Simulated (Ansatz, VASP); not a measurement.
## ZnSe: VASP beside Ansatz

Contents of INCAR:

```
PREC = Accurate ; ENCUT = 520
EDIFF = 1E-7 ; ISMEAR = -1
SIGMA = 0.08 ; LREAL = False
LASPH = True ; NELM = 80
ALGO = Normal ; ISIF = 2
LWAVE = False ; LCHARG = False
NBANDS = 16
```

The input KPOINTS:

```
Automatic mesh
0
Gamma
  11 11 11
```

Contents of POSCAR:

```
ZnSe
1.0
    0.0000000000      2.7839022724      2.7839022724
    2.7839022724      0.0000000000      2.7839022724
    2.7839022724      2.7839022724      0.0000000000
Zn Se
1 1
Direct
    0.0000000000      0.0000000000      0.0000000000
    0.2500000000      0.2500000000      0.2500000000
```

Input for Ansatz:

```yaml
crystal:
  lattice:
    - [0.0, 2.7839022724, 2.7839022724]
    - [2.7839022724, 0.0, 2.7839022724]
    - [2.7839022724, 2.7839022724, 0.0]
  atoms:
    - { symbol: Zn, position: [0.0, 0.0, 0.0] }
    - { symbol: Se, position: [0.25, 0.25, 0.25] }
kpoints:
  mp_grid: { grid: [11, 11, 11] }
scf:
  occupations: { method: fermi_dirac, width: 0.08 }
hamiltonian:
  xc: lda
  pseudopotentials: { kind: all_electron, datasets: crystal }
output:
  forces: true
  stress: true
  eigenvalues: true
```

Change from the starting cell: volume scaled by 1, crystal datasets.

Alike in both runs: task single point; functional LDA; k mesh 11 × 11 × 11; occupations fermi-dirac, width 0.08 eV; no spin polarisation.

```csv
,VASP,Ansatz
version,VASP 6.6.1,Ansatz 0.2.0
potentials or method,"VASP PAW LDA potentials, release 64 (Zn, Se), cutoff 520 eV","all-electron PAW with datasets made for the crystal, scalar-relativistic"
```

```csv
,VASP,Ansatz,Ansatz less VASP
pressure (GPa),0.4,0.0,-0.35
```

LDA's correlation is that of Perdew and Zunger in VASP and of Perdew and Wang (1992) in Ansatz. Ansatz ran all-electron here, and VASP with PAW potentials.
